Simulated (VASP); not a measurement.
Here is a VASP 6.6.1 calculation.

INCAR

```
PREC = Accurate ; ENCUT = 520
EDIFF = 1E-7 ; ISMEAR = -1
SIGMA = 0.02 ; LREAL = F
LASPH = T ; NELM = 60
ALGO = Normal ; ISIF = 2
LWAVE = F ; LCHARG = F
NBANDS = 15
```

KPOINTS

```
Automatic mesh
0
Gamma
  9 9 9
```

POSCAR

```
KF
1.0
    3.2589550000      0.0000000000      0.0000000000
    0.0000000000      3.2589550000      0.0000000000
    0.0000000000      0.0000000000      3.2589550000
K F
1 1
Direct
    0.0000000000      0.0000000000      0.0000000000
    0.5000000000      0.5000000000      0.5000000000
```

Potentials or basis: VASP PAW LDA potentials, release 64 (K_sv, F).

Command:

```sh
$ cat potpaw_LDA.64/K_sv/POTCAR potpaw_LDA.64/F/POTCAR > POTCAR
$ mpirun -np 1 vasp_std > vasp.out
```

**Question.** Predict the band gap on the k mesh.

**Answer.** 5.92 eV, indirect (least direct gap 5.96 eV).

**Question.** Predict the pressure.

**Answer.** -5.7 GPa.

A k mesh can miss the band edges. LDA gaps usually lie below the measured ones, often by a third to a half.
